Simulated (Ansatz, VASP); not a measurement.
One calculation of InP, two programs

Contents of INCAR:

```
ALGO = Normal ; EDIFF = 1E-6
ENCUT = 520 ; GGA = PE
ISIF = 2 ; ISMEAR = 0
LASPH = True ; LCHARG = False
LREAL = False ; LWAVE = False
NBANDS = 16 ; NELM = 100
PREC = Accurate ; SIGMA = 0.02
```

KPOINTS

```
k-points
0
Gamma
  10 10 10
```

File POSCAR:

```
InP
1.0
    0.0000000000      2.9192001117      2.9192001117
    2.9192001117      0.0000000000      2.9192001117
    2.9192001117      2.9192001117      0.0000000000
In P
1 1
Direct
    0.0000000000      0.0000000000      0.0000000000
    0.2500000000      0.2500000000      0.2500000000
```

Input for Ansatz:

```yaml
crystal:
  lattice:
    - [0.0, 2.9192001117, 2.9192001117]
    - [2.9192001117, 0.0, 2.9192001117]
    - [2.9192001117, 2.9192001117, 0.0]
  atoms:
    - { symbol: In, position: [0.0, 0.0, 0.0] }
    - { symbol: P, position: [0.25, 0.25, 0.25] }
basis:
  ecutwfc: 420
kpoints:
  mp_grid: { grid: [10, 10, 10] }
hamiltonian:
  xc: pbe
scf:
  occupations: { method: gaussian, width: 0.02 }
output:
  forces: true
  stress: true
  eigenvalues: true
```

Alike in both runs: task single point; functional PBE; k mesh 10 × 10 × 10; occupations gaussian, width 0.02 eV; no spin polarisation.

|  | VASP | Ansatz |
| --- | --- | --- |
| version | VASP 6.6.1 | Ansatz 0.2.0 |
| potentials or method | VASP PAW PBE potentials, release 64 (In_d, P), cutoff 520 eV | scalar-relativistic, plane waves, PAW |
| valence electrons in the cell | 18 | 18 |

```csv
,VASP,Ansatz,Ansatz less VASP
gap on the k mesh at the Fermi level (eV),0.78,0.78,+0.003
least direct gap on the mesh (eV),0.78,0.78,+0.003
pressure (GPa),4.2,4.2,+0.07
```

The functional is the same, so the differences come from potentials, cutoffs and numerics.
